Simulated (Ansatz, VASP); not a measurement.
## RbBr: VASP beside Ansatz

File INCAR:

```
SYSTEM = RbBr
ALGO = Normal
EDIFF = 1E-6
EDIFFG = -0.005
ENCUT = 600
GGA = PE
GGA_COMPAT = .False.
IBRION = 2
ISIF = 3
ISMEAR = -1
LASPH = .True.
LCHARG = .False.
LORBIT = 11
LORBMOM = .True.
LREAL = .False.
LSORBIT = .True.
LWAVE = .False.
MAGMOM = 0 0 0 0 0 0
NELM = 150
NSW = 80
PREC = Accurate
SIGMA = 0.05
```

Contents of KPOINTS:

```
k-points
0
Gamma
  5 5 5
  0 0 0
```

Contents of POSCAR:

```
RbBr
1.0
    4.1260773000      0.0000000000      0.0000000000
    0.0000000000      4.1260773000      0.0000000000
    0.0000000000      0.0000000000      4.1260773000
Rb Br
1 1
Direct
    0.0000000000      0.0000000000      0.0000000000
    0.5000000000      0.5000000000      0.5000000000
```

input.yaml

```yaml
crystal:
  lattice:
    - [4.1260773, 0.0, 0.0]
    - [0.0, 4.1260773, 0.0]
    - [0.0, 0.0, 4.1260773]
  atoms:
    - { symbol: Rb, position: [0.0, 0.0, 0.0] }
    - { symbol: Br, position: [0.5, 0.5, 0.5] }
kpoints:
  mp_grid: { grid: [5, 5, 5] }
scf:
  occupations: { method: fermi_dirac, width: 0.05 }
hamiltonian:
  xc: pbe
  pseudopotentials: { kind: all_electron, lapw: { basis_error: 0.001 } }
magnetization:
  noncollinear: true
  spin_orbit: true
output:
  forces: true
  stress: true
relax:
  f_tol: 0.005
  max_steps: 60
  cell: {}
```

Alike in both runs: task relaxation of cell and atoms; functional PBE; k mesh 5 × 5 × 5; occupations fermi-dirac, width 0.05 eV; non-collinear spin, spin-orbit coupling.

```csv
,VASP,Ansatz
version,VASP 6.6.1,Ansatz 0.2.0
potentials or method,"VASP PAW PBE potentials, release 64 (Rb_sv, Br), cutoff 600 eV","all-electron LAPW, relativistic spinors"
```

|  | VASP | Ansatz | Ansatz less VASP |
| --- | --- | --- | --- |
| relaxed volume (Å³/atom) | 37.04 | 36.86 | -0.184 |
| relaxed length of the cell vector where the two differ most in proportion (Å) | 4.200 | 4.193 | -0.0070 |

Ansatz ran all-electron here, and VASP with PAW potentials.
